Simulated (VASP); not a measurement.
# SrTiO3 (Pm-3m) in VASP: a series of runs, part 2 of 2

VASP 6.6.1. The steps go on from the part before.

## (5) Single point, PBE+U (12.67 Å³/atom)

This run uses another cell than the first one, of 12.67 Å³/atom.

The input, INCAR:

```
  PREC = Accurate
  ENCUT = 520
  EDIFF = 1E-6
  ISMEAR = 0
  SIGMA = 0.02
  LREAL = F
  LASPH = T
  NELM = 150
  ALGO = Normal
  ISIF = 2
  LWAVE = F
  LCHARG = F
  LMAXMIX = 4
  LDAU = T
  LDAUTYPE = 2
  LDAUL = -1 2 -1
  LDAUU = 0 4 0
  LDAUJ = 0 0 0
  LDAUPRINT = 1
  GGA = PE
  NBANDS = 28
```

The input, KPOINTS:

```
regular mesh
0
Gamma
  8 8 8
```

The input, POSCAR:

```
SrTiO3
1.0
    3.9861881831      0.0000000000      0.0000000000
    0.0000000000      3.9861881831      0.0000000000
    0.0000000000      0.0000000000      3.9861881831
Sr Ti O
1 1 3
Direct
    0.5000000000      0.5000000000      0.5000000000
    0.0000000000      0.0000000000      0.0000000000
    0.5000000000      0.0000000000      0.0000000000
    0.0000000000      0.5000000000      0.0000000000
    0.0000000000      0.0000000000      0.5000000000
```

Potentials or basis: VASP PAW PBE potentials, release 64 (Sr_sv, Ti_sv, O).

Run with:

```
cat potpaw_PBE.64/Sr_sv/POTCAR potpaw_PBE.64/Ti_sv/POTCAR potpaw_PBE.64/O/POTCAR > POTCAR
mpirun -np 1 vasp_std > vasp.out
```

OUTCAR:

```text
PREC = Accurate
   ENCUT = 520
   EDIFF = 1E-6
   ISMEAR = 0
   LREAL = F
   LASPH = T
   NELM = 150
   ISIF = 2
   GGA = PE

 ion  position               nearest neighbor table
   1  0.500  0.500  0.500-   3 2.82   4 2.82   5 2.82   3 2.82   4 2.82   3 2.82   5 2.82   3 2.82
                             4 2.82   5 2.82   4 2.82   5 2.82   2 3.45   2 3.45   2 3.45   2 3.45
   2  0.000  0.000  0.000-   3 1.99   4 1.99   5 1.99   5 1.99   4 1.99   3 1.99   1 3.45   1 3.45
                             1 3.45   1 3.45   1 3.45   1 3.45   1 3.45   1 3.45
   3  0.500  0.000  0.000-   2 1.99   2 1.99   1 2.82   1 2.82   1 2.82   1 2.82
   4  0.000  0.500  0.000-   2 1.99   2 1.99   1 2.82   1 2.82   1 2.82   1 2.82
   5  0.000  0.000  0.500-   2 1.99   2 1.99   1 2.82   1 2.82   1 2.82   1 2.82

  LATTYP: Found a simple cubic cell.
 ALAT       =     3.9861881831

  Lattice vectors:

 A1 = (   3.9861881831,   0.0000000000,   0.0000000000)
 A2 = (   0.0000000000,   3.9861881831,   0.0000000000)
 A3 = (   0.0000000000,   0.0000000000,   3.9861881831)

Analysis of symmetry for initial positions (statically):
=====================================================================
 Subroutine PRICEL returns:
 Original cell was already a primitive cell.

 Routine SETGRP: Setting up the symmetry group for a
 simple cubic supercell.

 Subroutine GETGRP returns: Found 48 space group operations
 (whereof 48 operations were pure point group operations)
 out of a pool of 48 trial point group operations.

The static configuration has the point symmetry O_h .

Analysis of symmetry for dynamics (positions and initial velocities):
=====================================================================
 Subroutine PRICEL returns:
 Original cell was already a primitive cell.
[... 184 lines left out ...]
  o =  0.1008  v =  0.0000  0.0000  0.0000  0.0000  0.0000  1.0000  0.0000  0.0000  0.0000  0.0000      0.0000  0.0000  0.0000  0.0000  0.0000  0.0000  0.0000  0.0000  0.0000  0.0000
  o =  0.2412  v =  0.0000  0.0000  0.0000  0.0000  0.0000  0.0000  0.0000  0.9998 -0.0000  0.0222      0.0000  0.0000  0.0000  0.0000  0.0000  0.0000  0.0000  0.0000  0.0000  0.0000
  o =  0.2412  v =  0.0000  0.0000  0.9998 -0.0000  0.0222  0.0000  0.0000  0.0000  0.0000  0.0000      0.0000  0.0000  0.0000  0.0000  0.0000  0.0000  0.0000  0.0000  0.0000  0.0000
  o =  0.2412  v =  0.0000  0.0000  0.0000  0.0000  0.0000  0.0000  0.0000 -0.0222  0.0000  0.9998      0.0000  0.0000  0.0000  0.0000  0.0000  0.0000  0.0000  0.0000  0.0000  0.0000
  o =  0.2412  v =  0.0000  0.0000 -0.0222  0.0000  0.9998  0.0000  0.0000  0.0000  0.0000  0.0000      0.0000  0.0000  0.0000  0.0000  0.0000  0.0000  0.0000  0.0000  0.0000  0.0000

 number of electron      39.9999978 magnetization

 Free energy of the ion-electron system (eV)
  ---------------------------------------------------
  ext. energy  EPLUGINS =         0.00000000
  ---------------------------------------------------
  free energy    TOTEN  =       -37.40908700 eV

  energy without entropy =      -37.40908700  energy(sigma->0) =      -37.40908700

 E-fermi :   3.9202     XC(G=0): -10.9572

 val. band max:        3.8096080925   @ k =   0.5000   0.5000   0.5000
 cond. band min:       6.0490215051   @ k =   0.0000   0.0000   0.0000
 fundamental gap:      2.2394134126
 Fermi energy:         3.9201767631

 k-point     1 :       0.0000    0.0000    0.0000
  band No.  band energies     occupation
      1     -53.9813      2.00000
      2     -30.1415      2.00000
      3     -30.1415      2.00000
      4     -30.1415      2.00000
      5     -29.1744      2.00000
      6     -13.4587      2.00000
[... 733 lines left out ...]
     27      11.7507      0.00000
     28      12.1971      0.00000

 [... further k-points ...]

------------------------ aborting loop because EDIFF is reached ----------------------------------------

  FORCE on cell =-STRESS in cart. coord.  units (eV):
  Direction    XX          YY          ZZ          XY          YZ          ZX
  --------------------------------------------------------------------------------------
  -------------------------------------------------------------------------------------
  Total       -0.8838280     -0.8838280     -0.8838280      0.0000000     -0.0000000     -0.0000000
  in kB      -22.3565594    -22.3565594    -22.3565594      0.0000000     -0.0000000     -0.0000000
  external PRESSURE =     -22.3565594 kB  Pullay stress =       0.0000000 kB

 VOLUME and BASIS-vectors are now :
 -----------------------------------------------------------------------------
  energy-cutoff  :      520.00
  volume of cell :       63.34
      direct lattice vectors                 reciprocal lattice vectors
     3.986188183  0.000000000  0.000000000     0.250866230  0.000000000  0.000000000
     0.000000000  3.986188183  0.000000000     0.000000000  0.250866230  0.000000000
     0.000000000  0.000000000  3.986188183     0.000000000  0.000000000  0.250866230

 POSITION                                       TOTAL-FORCE (eV/Angst)
 -----------------------------------------------------------------------------------
      1.99309      1.99309      1.99309         0.000000      0.000000      0.000000
      0.00000      0.00000      0.00000         0.000000      0.000000      0.000000
      1.99309      0.00000      0.00000         0.000000      0.000000      0.000000
      0.00000      1.99309      0.00000         0.000000      0.000000      0.000000
      0.00000      0.00000      1.99309         0.000000      0.000000      0.000000
 -----------------------------------------------------------------------------------
    total drift:                                0.000000     -0.000000      0.000000

  FREE ENERGIE OF THE ION-ELECTRON SYSTEM (eV)
  ---------------------------------------------------
  free  energy   TOTEN  =       -37.4090869952 eV

  energy  without entropy=      -37.4090869952  energy(sigma->0) =      -37.40908700
```

Wall time 2.3 min (1 thread of Intel Xeon 8259CL, shared host); peak memory 0.21 GiB.

Results:

| Item | Value |
| --- | --- |
| Free energy | -37.4091 eV |
| Pressure | -2.2 GPa |
| Band gap on the k mesh | 2.24 eV (least direct gap 2.68 eV) |

Eigenvalues of the final occupation matrices:
```
    site  spin  trace               eigenvalues
site 2 d     1   0.78  0.10 0.10 0.10 0.24 0.24
site 2 d     2   0.78  0.10 0.10 0.10 0.24 0.24
```

A k mesh can miss the band edges.

## (6) Single point, PBE+U (13.04 Å³/atom)

This run uses another cell than the first one, of 13.04 Å³/atom.

The input, INCAR:

```
PREC = Accurate ; ENCUT = 520
EDIFF = 1E-6 ; ISMEAR = 0
SIGMA = 0.02 ; LREAL = False
LASPH = True ; NELM = 150
ALGO = Normal ; ISIF = 2
LWAVE = False ; LCHARG = False
LMAXMIX = 4 ; LDAU = True
LDAUTYPE = 2 ; LDAUL = -1 2 -1
LDAUU = 0 4 0 ; LDAUJ = 0 0 0
LDAUPRINT = 1 ; GGA = PE
NBANDS = 28
```

The input, KPOINTS:

```
Automatic mesh
0
Gamma
  8 8 8
```

POSCAR: that of step 5 with these lines changed.

```diff
@@ -2,5 +2,5 @@
 1.0
-    3.9861881831      0.0000000000      0.0000000000
-    0.0000000000      3.9861881831      0.0000000000
-    0.0000000000      0.0000000000      3.9861881831
+    4.0245192671      0.0000000000      0.0000000000
+    0.0000000000      4.0245192671      0.0000000000
+    0.0000000000      0.0000000000      4.0245192671
 Sr Ti O
```

Potentials or basis: VASP PAW PBE potentials, release 64 (Sr_sv, Ti_sv, O).

Run with:

```
cat potpaw_PBE.64/Sr_sv/POTCAR potpaw_PBE.64/Ti_sv/POTCAR potpaw_PBE.64/O/POTCAR > POTCAR
mpirun -np 1 vasp_std > vasp.out
```

OUTCAR:

```text
PREC = Accurate
   ENCUT = 520
   EDIFF = 1E-6
   ISMEAR = 0
   LREAL = False
   LASPH = True
   NELM = 150
   ISIF = 2
   GGA = PE

 ion  position               nearest neighbor table
   1  0.500  0.500  0.500-   3 2.85   4 2.85   5 2.85   3 2.85   4 2.85   3 2.85   5 2.85   3 2.85
                             4 2.85   5 2.85   4 2.85   5 2.85   2 3.49   2 3.49   2 3.49   2 3.49
   2  0.000  0.000  0.000-   3 2.01   4 2.01   5 2.01   5 2.01   4 2.01   3 2.01   1 3.49   1 3.49
                             1 3.49   1 3.49   1 3.49   1 3.49   1 3.49   1 3.49
   3  0.500  0.000  0.000-   2 2.01   2 2.01   1 2.85   1 2.85   1 2.85   1 2.85
   4  0.000  0.500  0.000-   2 2.01   2 2.01   1 2.85   1 2.85   1 2.85   1 2.85
   5  0.000  0.000  0.500-   2 2.01   2 2.01   1 2.85   1 2.85   1 2.85   1 2.85

  LATTYP: Found a simple cubic cell.
 ALAT       =     4.0245192671

  Lattice vectors:

 A1 = (   4.0245192671,   0.0000000000,   0.0000000000)
 A2 = (   0.0000000000,   4.0245192671,   0.0000000000)
 A3 = (   0.0000000000,   0.0000000000,   4.0245192671)

Analysis of symmetry for initial positions (statically):
=====================================================================
 Subroutine PRICEL returns:
 Original cell was already a primitive cell.

[... 218 lines left out ...]
 Fermi energy:         3.7134257659

 k-point     1 :       0.0000    0.0000    0.0000
  band No.  band energies     occupation
      1     -54.3357      2.00000
      2     -30.4807      2.00000
      3     -30.4807      2.00000
      4     -30.4807      2.00000
      5     -29.4891      2.00000
      6     -13.5741      2.00000
[... 733 lines left out ...]
     27      11.3938      0.00000
     28      11.8207      0.00000

 [... further k-points ...]

------------------------ aborting loop because EDIFF is reached ----------------------------------------

  FORCE on cell =-STRESS in cart. coord.  units (eV):
  Direction    XX          YY          ZZ          XY          YZ          ZX
  --------------------------------------------------------------------------------------
  -------------------------------------------------------------------------------------
  Total       -2.6223874     -2.6223874     -2.6223874      0.0000000     -0.0000000      0.0000000
  in kB      -64.4563043    -64.4563043    -64.4563043      0.0000000     -0.0000000      0.0000000
  external PRESSURE =     -64.4563043 kB  Pullay stress =       0.0000000 kB

 VOLUME and BASIS-vectors are now :
 -----------------------------------------------------------------------------
  energy-cutoff  :      520.00
  volume of cell :       65.18
      direct lattice vectors                 reciprocal lattice vectors
     4.024519267  0.000000000  0.000000000     0.248476882  0.000000000  0.000000000
     0.000000000  4.024519267  0.000000000     0.000000000  0.248476882  0.000000000
     0.000000000  0.000000000  4.024519267     0.000000000  0.000000000  0.248476882

 POSITION                                       TOTAL-FORCE (eV/Angst)
 -----------------------------------------------------------------------------------
      2.01226      2.01226      2.01226         0.000000      0.000000      0.000000
      0.00000      0.00000      0.00000         0.000000      0.000000      0.000000
      2.01226      0.00000      0.00000         0.000000      0.000000      0.000000
      0.00000      2.01226      0.00000         0.000000      0.000000      0.000000
      0.00000      0.00000      2.01226         0.000000      0.000000      0.000000
 -----------------------------------------------------------------------------------
    total drift:                                0.000000     -0.000000      0.000000

  FREE ENERGIE OF THE ION-ELECTRON SYSTEM (eV)
  ---------------------------------------------------
  free  energy   TOTEN  =       -37.3607569816 eV

  energy  without entropy=      -37.3607569816  energy(sigma->0) =      -37.36075698
```

OSZICAR:

```text
N       E                     dE             d eps       ncg     rms          rms(c)
DAV:   1     0.419390237110E+03    0.41939E+03   -0.20640E+04  1960   0.152E+03
DAV:   2    -0.713736861966E+01   -0.42653E+03   -0.40892E+03  2332   0.427E+02
DAV:   3    -0.466352669387E+02   -0.39498E+02   -0.39163E+02  2280   0.132E+02
DAV:   4    -0.490078446196E+02   -0.23726E+01   -0.23671E+01  3396   0.270E+01
DAV:   5    -0.490484724044E+02   -0.40628E-01   -0.40613E-01  2680   0.310E+00    0.242E+01
DAV:   6    -0.371539668852E+02    0.11895E+02   -0.57597E+01  2940   0.625E+01    0.125E+01
DAV:   7    -0.374028501697E+02   -0.24888E+00   -0.73030E+00  2544   0.156E+01    0.917E+00
DAV:   8    -0.374276521767E+02   -0.24802E-01   -0.17179E+00  2340   0.117E+01    0.253E+00
DAV:   9    -0.373736233885E+02    0.54029E-01   -0.29042E-01  2464   0.497E+00    0.116E+00
DAV:  10    -0.373691491040E+02    0.44743E-02   -0.12621E-01  2256   0.206E+00    0.817E-01
DAV:  11    -0.373608909411E+02    0.82582E-02   -0.40967E-02  2608   0.192E+00    0.200E-01
DAV:  12    -0.373607203577E+02    0.17058E-03   -0.26346E-03  2316   0.529E-01    0.850E-02
DAV:  13    -0.373607976481E+02   -0.77290E-04   -0.45874E-04  2724   0.187E-01    0.746E-02
DAV:  14    -0.373607626535E+02    0.34995E-04   -0.12720E-04  2336   0.106E-01    0.249E-02
DAV:  15    -0.373607565498E+02    0.61037E-05   -0.27278E-05  3172   0.452E-02    0.661E-03
DAV:  16    -0.373607569816E+02   -0.43185E-06   -0.31200E-06  2012   0.133E-02
   1 F= -.37360757E+02 E0= -.37360757E+02  d E =-.306735E-20
```

stdout:

```text
POSCAR found type information on POSCAR SrTiO
 POSCAR found :  3 types and       5 ions
 scaLAPACK will be used
 LDA part: xc-table for (Slater+PW92), standard interpolation
 POSCAR, INCAR and KPOINTS ok, starting setup
 FFT: planning ... GRIDC
 FFT: planning ... GRID_SOFT
 FFT: planning ... GRID
 WAVECAR not read
 entering main loop
```

Wall time 2.4 min (1 thread of Intel Xeon 8259CL, shared host); peak memory 0.21 GiB.

What came out:

```
Free energy            : -37.3608 eV
Pressure               : -6.4 GPa
Band gap on the k mesh : 2.17 eV (least direct gap 2.62 eV)
```

Eigenvalues of the final occupation matrices:
| site | spin | trace | eigenvalues |
| --- | --- | --- | --- |
| site 2 d | 1 | 0.77 | 0.10 0.10 0.10 0.24 0.24 |
| site 2 d | 2 | 0.77 | 0.10 0.10 0.10 0.24 0.24 |

Caveat: the cell stands under tension. A k mesh can miss the band edges.

## (7) Single point, PBE+U (13.53 Å³/atom)

This run uses another cell than the first one, of 13.53 Å³/atom.

The input, INCAR:

```
SYSTEM = SrTiO3
ALGO = Normal
EDIFF = 1E-6
ENCUT = 520
GGA = PE
ISIF = 2
ISMEAR = 0
LASPH = .True.
LCHARG = .True.
LDAU = .True.
LDAUJ = 0 0 0
LDAUL = -1 2 -1
LDAUPRINT = 1
LDAUTYPE = 2
LDAUU = 0 4 0
LELF = .True.
LMAXMIX = 4
LREAL = .False.
LVHAR = .True.
LWAVE = .False.
NBANDS = 28
NELM = 150
PREC = Accurate
SIGMA = 0.02
```

The input, KPOINTS:

```
k-points
0
Gamma
  8 8 8
  0 0 0
```

POSCAR: that of step 6 with these lines changed.

```diff
@@ -2,5 +2,5 @@
 1.0
-    4.0245192671      0.0000000000      0.0000000000
-    0.0000000000      4.0245192671      0.0000000000
-    0.0000000000      0.0000000000      4.0245192671
+    4.0745184077      0.0000000000      0.0000000000
+    0.0000000000      4.0745184077      0.0000000000
+    0.0000000000      0.0000000000      4.0745184077
 Sr Ti O
```

Run with:

```
cat potpaw_PBE.64/Sr_sv/POTCAR potpaw_PBE.64/Ti_sv/POTCAR potpaw_PBE.64/O/POTCAR > POTCAR
mpirun -np 1 vasp_std > vasp.out
```

It took 2.4 min on 1 thread of Intel Xeon 8259CL, shared host; peak memory 0.22 GiB.

It converged, with:

| Item | Value |
| --- | --- |
| Free energy | -37.2276 eV |
| Pressure | -11.1 GPa |
| Band gap on the k mesh | 2.08 eV (least direct gap 2.54 eV) |

Levels at points of the mesh, in eV from the valence-band top:
| k point | band 16 | band 17 | band 18 | band 19 | band 20 | band 21 | band 22 | band 23 | band 24 | band 25 |
| --- | --- | --- | --- | --- | --- | --- | --- | --- | --- | --- |
| (0.00, 0.00, 0.00) | -0.99 | -0.99 | -0.46 | -0.46 | -0.46 | 2.08 | 2.08 | 2.08 | 3.49 | 3.49 |
| (0.50, 0.00, 0.00) | -1.97 | -1.97 | -1.65 | -0.78 | -0.78 | 2.22 | 3.50 | 3.58 | 3.58 | 5.26 |
| (0.50, 0.50, 0.00) | -2.34 | -1.92 | -1.45 | -1.45 | -0.07 | 3.59 | 3.59 | 4.01 | 4.24 | 6.99 |
| (0.50, 0.50, 0.50) | -3.29 | -3.29 | 0.00 | 0.00 | 0.00 | 4.15 | 4.15 | 4.15 | 6.39 | 6.39 |

Eigenvalues of the final occupation matrices:
| site | spin | trace | eigenvalues |
| --- | --- | --- | --- |
| site 2 d | 1 | 0.75 | 0.10 0.10 0.10 0.23 0.23 |
| site 2 d | 2 | 0.75 | 0.10 0.10 0.10 0.23 0.23 |

Caveat: the cell stands under tension. A k mesh can miss the band edges.

## (8) The runs side by side

```csv
cell,gap on the mesh (eV),pressure (GPa)
"a = 3.907 Å, 5 atoms",2.38,8.5
"a = 3.947 Å, 5 atoms",2.31,2.7
"a = 3.986 Å, 5 atoms",2.24,-2.2
"a = 4.025 Å, 5 atoms",2.17,-6.4
"a = 4.075 Å, 5 atoms",2.08,-11.1
```

Alike in all rows: task single point; level PBE+U; potentials or basis VASP PAW PBE potentials, release 64 (Sr_sv, Ti_sv, O); no spin polarisation; Ti d U = 4.0 eV; k mesh 8 × 8 × 8; cutoff (eV) 520; smearing gaussian 0.02 eV.

Caveats: the cell stands under tension (at least some runs); the cell stands under pressure (at least some runs).

Absolute energies hang on the potentials; compare differences alone.
